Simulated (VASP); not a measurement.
A run of VASP 6.6.1:

The input INCAR:

```
ALGO = Normal
EDIFF = 1E-6
ENCUT = 600
GGA = PE
GGA_COMPAT = False
ISIF = 2
ISMEAR = -1
LASPH = True
LCHARG = True
LDAU = True
LDAUJ = 0 0.48 0
LDAUL = -1 2 -1
LDAUPRINT = 1
LDAUTYPE = 1
LDAUU = 0 3.5 0
LELF = True
LREAL = False
LVHAR = True
LWAVE = False
NBANDS = 21
NELM = 200
PREC = Accurate
SIGMA = 0.011
```

File KPOINTS:

```
k-points
0
Gamma
  3 3 2
```

Contents of POSCAR:

```
Mg2CdN2
1.0
    3.5528825911      0.0000000000      0.0000000000
   -1.7764412955      3.0768865806      0.0000000000
    0.0000000000      0.0000000000      5.9838310064
Mg Cd N
2 1 2
Direct
    0.6666666667      0.3333333333      0.1534420000
    0.3333333333      0.6666666667      0.8465580000
    0.0000000000      0.0000000000      0.5000000000
    0.6666666667      0.3333333333      0.7722310000
    0.3333333333      0.6666666667      0.2277690000
```

Potentials or basis: VASP PAW PBE potentials, release 64 (Mg, Cd, N).

Launch:

```sh
$ cat potpaw_PBE.64/Mg/POTCAR potpaw_PBE.64/Cd/POTCAR potpaw_PBE.64/N/POTCAR > POTCAR
$ mpirun -np 1 vasp_std > vasp.out
```

Hardware: 1 thread of Intel Xeon 8259CL (shared host).

Problem. Estimate the wall time of this run.

Solution. Wall time 31 s on 1 thread of Intel Xeon 8259CL, on a shared host, peak memory 0.19 GiB. Counts: scf iterations 13, k points 6.
